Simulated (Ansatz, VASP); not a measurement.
## Two plane-wave programs on ZnCu

File INCAR:

```
SYSTEM = ZnCu
PREC = Accurate ; ENCUT = 520
EDIFF = 1E-6 ; ISMEAR = 0
SIGMA = 0.15 ; LREAL = .FALSE.
LASPH = .TRUE. ; NELM = 100
ALGO = Fast ; ISIF = 2
LWAVE = .FALSE. ; LCHARG = .FALSE.
GGA = PS ; NBANDS = 18
```

Contents of KPOINTS:

```
regular mesh
0
G
  18 18 18
  0 0 0
```

File POSCAR:

```
ZnCu
1.0
    2.9467096719     -0.0703992072     -0.0703992072
   -0.0703992072      2.9467096719     -0.0703992072
   -0.0703992072     -0.0703992072      2.9467096719
Zn Cu
1 1
Direct
    0.5000000000      0.5000000000      0.5000000000
    0.0000000000      0.0000000000      0.0000000000
```

Input for Ansatz:

```yaml
crystal:
  lattice:
    - [2.9467096719, -0.0703992072, -0.0703992072]
    - [-0.0703992072, 2.9467096719, -0.0703992072]
    - [-0.0703992072, -0.0703992072, 2.9467096719]
  atoms:
    - { symbol: Zn, position: [0.5, 0.5, 0.5] }
    - { symbol: Cu, position: [0.0, 0.0, 0.0] }
basis:
  ecutwfc: 420
kpoints:
  mp_grid: { grid: [18, 18, 18] }
hamiltonian:
  xc: pbesol
scf:
  occupations: { method: gaussian, width: 0.15 }
output:
  forces: true
  stress: true
  eigenvalues: true
```

Alike in both runs: task single point; functional PBEsol; k mesh 18 × 18 × 18; occupations gaussian, width 0.15 eV; no spin polarisation.

|  | VASP | Ansatz |
| --- | --- | --- |
| version | VASP 6.6.1 | Ansatz 0.2.0 |
| potentials or method | VASP PAW PBE potentials, release 64 (Zn, Cu), cutoff 520 eV | scalar-relativistic, plane waves, PAW |
| valence electrons in the cell | 23 | 31 |

VASP gave:

* gap on the k mesh at the Fermi level (eV): none
* pressure (GPa): -2.8
* traceless stress, the component that is largest in VASP (GPa): 5.08

Estimate Ansatz's values.

gap on the k mesh at the Fermi level (eV): none; pressure (GPa): -3.7; traceless stress, the component that is largest in VASP (GPa): 5.03.

VASP's potentials were made for PBE, not for PBEsol. A gap of «none» marks a metal or a gap that the smearing closes. The functional is the same, so the differences come from potentials, cutoffs and numerics. VASP's potentials hold 23 valence electrons a cell and Ansatz's 31, so a difference there can come from the potentials and not from the codes.
